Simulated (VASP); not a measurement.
Wanted: the native input for a VASP 6.6.1 run.

| Quantity | Value |
| --- | --- |
| Task | single point |
| Functional | PBEsol |
| Potentials or basis | VASP PAW PBE potentials, release 64 (Ta_sv_GW, N) |
| Cutoff | 700 eV |
| k mesh | 5 × 5 × 8 |
| Occupations | fermi-dirac, width 0.1 eV |
| Spin | no spin polarisation |
| Dipole correction | no |
| Further INCAR settings | ALGO = Normal; EDIFF = 1e-06; NBANDS = 36 |

The structure of TaN lies in POSCAR:

```
TaN
1.0
    5.1561600241      0.0000000000      0.0000000000
   -2.5780800120      4.4653655658      0.0000000000
    0.0000000000      0.0000000000      2.8884826334
Ta N
3 3
Direct
    0.0000000000      0.0000000000      0.0000000000
    0.3333333333      0.6666666667      0.5000000000
    0.6666666667      0.3333333333      0.5000000000
    0.5000000000      0.0000000000      0.0000000000
    0.5000000000      0.5000000000      0.0000000000
    0.0000000000      0.5000000000      0.0000000000
```

These files were run (other wordings do the same):

INCAR

```
PREC     = Accurate       # precision mode
ENCUT    = 700            # plane-wave cutoff, eV
EDIFF    = 1E-6           # SCF threshold, eV
ISMEAR   = -1             # smearing method
SIGMA    = 0.1            # smearing width, eV
LREAL    = False          # projectors in reciprocal space
LASPH    = True           # aspherical terms in the spheres
NELM     = 120            # most SCF steps
ALGO     = Normal         # electronic algorithm
ISIF     = 2              # what is computed and relaxed
LWAVE    = False          # write WAVECAR
LCHARG   = False          # write CHGCAR
GGA      = PS             # functional
NBANDS   = 36             # bands
GGA_COMPAT= False
```

KPOINTS

```
regular mesh
0
Gamma
  5 5 8
```

Potentials or basis: VASP PAW PBE potentials, release 64 (Ta_sv_GW, N).

Command:

```sh
$ cat potpaw_PBE.64/Ta_sv_GW/POTCAR potpaw_PBE.64/N/POTCAR > POTCAR
$ mpirun -np 1 vasp_std > vasp.out
```

It gave:

```yaml
Pressure: 7.9 GPa
Band_gap_on_the_k_mesh: zero (bands 27 and 28 overlap by 2.22 eV)
```

Caveat: the cell stands under pressure; the PAW data sets were made with another functional, which shifts forces and pressure a little; spin-orbit coupling is left out, which moves the levels of the heavy elements.

Run time: 3.4 min on 1 thread of AMD EPYC 7R43 64-Core Processor (Zen 3), with other jobs on the host, peak memory 0.25 GiB.
